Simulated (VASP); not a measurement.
A run of VASP 6.6.1 is set up as follows.

File INCAR:

```
SYSTEM = PbF2
PREC = Accurate
ENCUT = 520
EDIFF = 1E-7
ISMEAR = 0
SIGMA = 0.05
LREAL = .False.
LASPH = .True.
NELM = 100
ALGO = Normal
ISIF = 2
LWAVE = .False.
LCHARG = .False.
GGA = PE
NBANDS = 21
```

The input KPOINTS:

```
Automatic mesh
0
Gamma
  8 8 8
  0 0 0
```

File POSCAR:

```
PbF2
1.0
    0.1113693750      2.9698500000      2.9698500000
    3.0812193750      0.0000000000      3.0812193750
    2.9698500000      2.9698500000      0.1113693750
Pb F
1 2
Direct
    0.0000000000      0.0000000000      0.0000000000
    0.2500000000      0.2500000000      0.2500000000
    0.7500000000      0.7500000000      0.7500000000
```

Potentials or basis: VASP PAW PBE potentials, release 64 (Pb_d, F).

The run is started by

```console
$ cat potpaw_PBE.64/Pb_d/POTCAR potpaw_PBE.64/F/POTCAR > POTCAR
$ mpirun -np 1 vasp_std > vasp.out
```

Problem. Predict the band gap on the k mesh.

Solution. 4.35 eV, indirect (least direct gap 4.52 eV).

Problem. Estimate the largest force.

Solution. 0.219 eV/Å.

Problem. Predict the pressure.

Solution. 2.5 GPa.

Stress tensor (GPa, compression positive):
```
 2.52  0.00 -2.49
 0.00  2.57  0.00
-2.49  0.00  2.52
```

Caveat: the cell differs from its parent crystal (strain +0.0750 x Voigt [0, 0, 0, 0, 1, 0]); spin-orbit coupling is left out, which moves the levels of the heavy elements. A k mesh can miss the band edges.
